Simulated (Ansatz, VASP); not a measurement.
Two plane-wave programs on Ca2Si

```
CELL_PARAMETERS angstrom
0.00000 3.46093 3.58332
3.46093 0.00000 3.58332
3.46093 3.46093 0.00000
ATOMIC_POSITIONS crystal
Ca 0.72673 0.72673 0.77327
Ca 0.27327 0.27327 0.22673
Si 0.00000 0.00000 0.00000
```

Change from the starting cell: mode 6 frozen in at -0.163 Å, strain +e along z and -e/2 along x and y +0.0233.

Alike in both runs: task single point; functional LDA; k mesh 8 × 8 × 8; occupations gaussian, width 0.05 eV; no spin polarisation.

|  | VASP | Ansatz |
| --- | --- | --- |
| version | VASP 6.6.1 | Ansatz 0.2.0 |
| potentials or method | VASP PAW LDA potentials, release 64 (Ca_sv, Si), cutoff 520 eV | scalar-relativistic, plane waves, PAW |
| valence electrons in the cell | 24 | 24 |

```csv
,VASP,Ansatz,Ansatz less VASP
gap on the k mesh at the Fermi level (eV),0.15,0.15,+0.006
least direct gap on the mesh (eV),0.15,0.15,+0.006
pressure (GPa),0.5,0.4,-0.11
"traceless stress, the component that is largest in VASP (GPa)",-1.44,-1.40,+0.043
rms of the force components (eV/Å),0.404,0.401,-0.0028
```

LDA's correlation is that of Perdew and Zunger in VASP and of Perdew and Wang (1992) in Ansatz. Atom by atom the forces differ by 0.003 eV/Å (rms over components).
